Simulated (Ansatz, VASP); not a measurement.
## Ni in VASP and in Ansatz

```
CELL_PARAMETERS angstrom
0.00000 1.60749 1.60749
1.60749 0.00000 1.60749
1.60749 1.60749 0.00000
ATOMIC_POSITIONS crystal
Ni 0.00000 0.00000 0.00000
```

Change from the starting cell: volume scaled by 0.8, PAW files.

Alike in both runs: task single point; functional PBEsol; k mesh 20 × 20 × 20; occupations fermi-dirac, width 0.05 eV; collinear spin.

|  | VASP | Ansatz |
| --- | --- | --- |
| version | VASP 6.6.1 | Ansatz 0.2.0 |
| potentials or method | VASP PAW PBE potentials, release 64 (Ni) | PAW with Ansatz's default frozen-core files, scalar-relativistic |
| plane-wave cutoff (eV) | 520 | 420 |
| valence electrons in the cell | 10 | 18 |

```csv
,VASP,Ansatz,Ansatz less VASP
pressure (GPa),86.9,88.0,+1.05
net moment per atom (μB),0.55,0.57,+0.015
size of the moment on the site where the two differ most (μB),0.54,0.59,+0.052
```

VASP's potentials were made for PBE, not for PBEsol. Site moments also hang on the region over which each program counts them. Both programs put the cell under a high pressure, so it lies far from rest at this level. The functional is the same, so the differences come from potentials, cutoffs and numerics. VASP's potentials hold 10 valence electrons a cell and Ansatz's 18, so a difference there can come from the potentials and not from the codes.

Noted on VASP's run: the cell as given lies far from equilibrium.
